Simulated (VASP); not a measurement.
Wanted: the native input for a VASP 6.6.1 run.

```
Task                   : relaxation of cell and atoms
Functional             : PBE
Dispersion             : D3(BJ)
Potentials or basis    : VASP PAW PBE potentials, release 64 (Ti_sv, S)
Cutoff                 : 500 eV
k mesh                 : 15 × 15 × 8
Occupations            : gaussian, width 0.1 eV
Spin                   : no spin polarisation
Dipole correction      : no
Further INCAR settings : ALGO = Normal; EDIFF = 1e-07; IBRION = 2; EDIFFG = -0.002; NSW = 100; ISIF = 3
```

The structure of TiS2 (nc) lies in POSCAR:

```
TiS2
1.0
    3.4120000000      0.0000000000      0.0000000000
   -1.7060000000      2.9548786777      0.0000000000
    0.0000000000      0.0000000000      5.6950000000
Ti S
1 2
Direct
    0.0000000000      0.0000000000      0.0000000000
    0.3333333333      0.6666666667      0.2500000000
    0.6666666667      0.3333333333      0.7500000000
```

One way to write it, as run:

INCAR

```
PREC = Accurate
ENCUT = 500
EDIFF = 1E-7
ISMEAR = 0
SIGMA = 0.1
LREAL = F
LASPH = T
NELM = 120
ALGO = Normal
ISIF = 3
LWAVE = F
LCHARG = F
GGA = PE
IVDW = 12
IBRION = 2
NSW = 100
EDIFFG = -0.002
GGA_COMPAT = F
NELMIN = 4
```

KPOINTS

```
regular mesh
0
Gamma
  15 15 8
```

Potentials or basis: VASP PAW PBE potentials, release 64 (Ti_sv, S).

Command:

```bash
$ cat potpaw_PBE.64/Ti_sv/POTCAR potpaw_PBE.64/S/POTCAR > POTCAR
$ mpirun -np 1 vasp_std > vasp.out
```

Results of the run:

The relaxed volume is 17.98 Å³/atom and the relaxed cell is a = 3.358 Å, b = 3.358 Å, c = 5.521 Å, α = 90.00°, β = 90.00°, γ = 120.00°. The space group after relaxing (to 0.05 Å) is P-3m1 (No. 164), the energy gained by relaxing is 8.9 meV/atom and the ionic steps are 18. The pressure after relaxing is 0.0 GPa, the band gap on the k mesh is zero (band 12 reaches 6.33 eV, above the bottom of band 13 at 6.05 eV) and the dispersion energy per atom is -0.410 eV.

Caveat: pairwise dispersion overbinds metals, which lowers pressure and volume.

It took 32 min on 1 thread of AMD EPYC 9R45 (Zen 5), with other jobs on the host, peak memory 0.28 GiB.
